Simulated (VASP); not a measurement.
Input of a VASP 6.6.1 run:

Contents of INCAR:

```
SYSTEM = RbBr
PREC = Accurate
ENCUT = 520
EDIFF = 1E-6
ISMEAR = 0
SIGMA = 0.05
LREAL = .FALSE.
LASPH = .TRUE.
NELM = 100
ALGO = Normal
ISIF = 2
LWAVE = .FALSE.
LCHARG = .FALSE.
NBANDS = 15
```

Contents of KPOINTS:

```
Automatic mesh
0
G
  8 8 8
  0 0 0
```

POSCAR

```
RbBr
1.0
    4.1260773000      0.0000000000      0.0000000000
    0.0000000000      4.1260773000      0.0000000000
    0.0000000000      0.0000000000      4.1260773000
Rb Br
1 1
Direct
    0.0000000000      0.0000000000      0.0000000000
    0.5000000000      0.5000000000      0.5000000000
```

Potentials or basis: VASP PAW LDA potentials, release 64 (Rb_sv, Br).

Launch:

```sh
$ cat potpaw_LDA.64/Rb_sv/POTCAR potpaw_LDA.64/Br/POTCAR > POTCAR
$ mpirun -np 1 vasp_std > vasp.out
```

Question: Predict the pressure.

Answer: -1.9 GPa.

Question: Estimate the band gap on the k mesh.

Answer: 3.69 eV, indirect (least direct gap 3.85 eV).

A k mesh can miss the band edges. Expect the measured gap to be larger: semilocal functionals such as LDA lack the derivative discontinuity.
